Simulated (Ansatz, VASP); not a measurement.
**H: VASP beside Ansatz**

```
H
1.0
     3.77818    0.00000    0.00000
    -1.88909    3.27200    0.00000
     0.00000    0.00000    5.21351
H
4
Direct
  0.33333 0.66667 0.17650
  0.66667 0.33333 0.67650
  0.66667 0.33333 0.82350
  0.33333 0.66667 0.32350
```

Alike in both runs: task single point; functional PBE; k mesh 9 × 9 × 6; occupations gaussian, width 0.05 eV; no spin polarisation.

|  | VASP | Ansatz |
| --- | --- | --- |
| version | VASP 6.6.1 | Ansatz 0.2.0 |
| potentials or method | VASP PAW PBE potentials, release 64 (H), cutoff 520 eV | scalar-relativistic, plane waves, PAW |
| valence electrons in the cell | 4 | 4 |

```csv
,VASP,Ansatz,Ansatz less VASP
gap on the k mesh at the Fermi level (eV),8.96,8.96,-0.001
least direct gap on the mesh (eV),8.96,8.96,-0.002
pressure (GPa),-0.8,-0.6,+0.15
"traceless stress, the component that is largest in VASP (GPa)",-1.36,-1.32,+0.044
rms of the force components (eV/Å),0.303,0.298,-0.0049
```

Atom by atom the forces differ by 0.005 eV/Å (rms over components).
